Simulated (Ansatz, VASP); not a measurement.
## B5W in VASP and in Ansatz

The input INCAR:

```
PREC = Accurate ; ENCUT = 600
EDIFF = 1E-7 ; ISMEAR = 0
SIGMA = 0.1 ; LREAL = False
LASPH = True ; NELM = 100
ALGO = Normal ; ISIF = 3
LWAVE = False ; LCHARG = False
GGA = PE ; IBRION = 2
NSW = 90 ; EDIFFG = -0.04
```

File KPOINTS:

```
regular mesh
0
Gamma
  6 6 6
```

POSCAR

```
B5W
1.0
    0.0000000000      2.9726097200      2.9726097200
    2.9726097200      0.0000000000      2.9726097200
    2.9726097200      2.9726097200      0.0000000000
B W
5 1
Direct
    0.7500000000      0.7500000000      0.7500000000
    0.3759736600      0.3759736600      0.8720790100
    0.3759736600      0.8720790100      0.3759736600
    0.3759736600      0.3759736600      0.3759736600
    0.8720790100      0.3759736600      0.3759736600
    0.0000000000      0.0000000000      0.0000000000
```

Input for Ansatz:

```yaml
crystal:
  lattice:
    - [0.0, 2.97260972, 2.97260972]
    - [2.97260972, 0.0, 2.97260972]
    - [2.97260972, 2.97260972, 0.0]
  atoms:
    - { symbol: B, position: [0.75, 0.75, 0.75] }
    - { symbol: B, position: [0.37597366, 0.37597366, 0.87207901] }
    - { symbol: B, position: [0.37597366, 0.87207901, 0.37597366] }
    - { symbol: B, position: [0.37597366, 0.37597366, 0.37597366] }
    - { symbol: B, position: [0.87207901, 0.37597366, 0.37597366] }
    - { symbol: W, position: [0.0, 0.0, 0.0] }
basis:
  ecutwfc: 420
kpoints:
  mp_grid: { grid: [6, 6, 6] }
hamiltonian:
  xc: pbe
scf:
  occupations: { method: gaussian, width: 0.1 }
  lower_state_search: "off"
output:
  forces: true
  stress: true
  eigenvalues: true
relax:
  adjacent_minimum: "off"
  f_tol: 0.04
  max_steps: 70
  cell: { stress_tol: 0.4 }
```

Change from the starting cell: species swapped into the ErCu5 type (F-43m, No. 216).

Alike in both runs: task relaxation of cell and atoms; functional PBE; k mesh 6 × 6 × 6; occupations gaussian, width 0.1 eV; no spin polarisation.

|  | VASP | Ansatz |
| --- | --- | --- |
| version | VASP 6.6.1 | Ansatz 0.2.0 |
| potentials or method | VASP PAW PBE potentials, release 64 (B, W_sv), cutoff 600 eV | scalar-relativistic, plane waves, PAW |
| valence electrons in the cell | 29 | 29 |

```tsv
	VASP	Ansatz	Ansatz less VASP
gap on the k mesh at the Fermi level, each at its own relaxed structure (eV)	none	none	-
relaxed volume (Å³/atom)	7.63	7.63	+0.005
relaxed cell length with the largest relative difference (Å)	4.015	4.015	+0.0008
```

A gap of «none» marks a metal or a gap that the smearing closes.

Neither program's run includes spin-orbit coupling.
